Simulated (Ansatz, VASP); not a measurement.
## Two plane-wave programs on AlN

```
Al N
1.0
     3.10669    0.00000    0.00000
    -1.55335    2.69048    0.00000
     0.00000    0.00000    4.97859
Al N
2 2
Direct
  0.33333 0.66667 0.99920
  0.66667 0.33333 0.49920
  0.33333 0.66667 0.38080
  0.66667 0.33333 0.88080
```

Alike in both runs: task single point; functional PBEsol; k mesh 6 × 6 × 4; no spin polarisation.

```csv
,VASP,Ansatz
version,VASP 6.6.1,Ansatz 0.2.0
potentials or method,"VASP PAW PBE potentials, release 64 (Al, N)","plane waves, PAW"
plane-wave cutoff (eV),600,420
occupations,"gaussian, width 0.01 eV",fixed
valence electrons in the cell,16,16
```

Ansatz gave:

| Property | Result |
| --- | --- |
| gap on the k mesh at the Fermi level (eV) | 4.15 |
| pressure (GPa) | 1.1 |
| traceless stress, the component that is largest in VASP (GPa) | -0.23 |
| rms of the force components (eV/Å) | 0.007 |

Task: Estimate VASP's values.

Result: gap on the k mesh at the Fermi level (eV): 4.17; pressure (GPa): 1.0; traceless stress, the component that is largest in VASP (GPa): -0.23; rms of the force components (eV/Å): 0.008.

VASP's potentials were made for PBE, not for PBEsol. Atom by atom the forces differ by 0.000 eV/Å (rms over components).
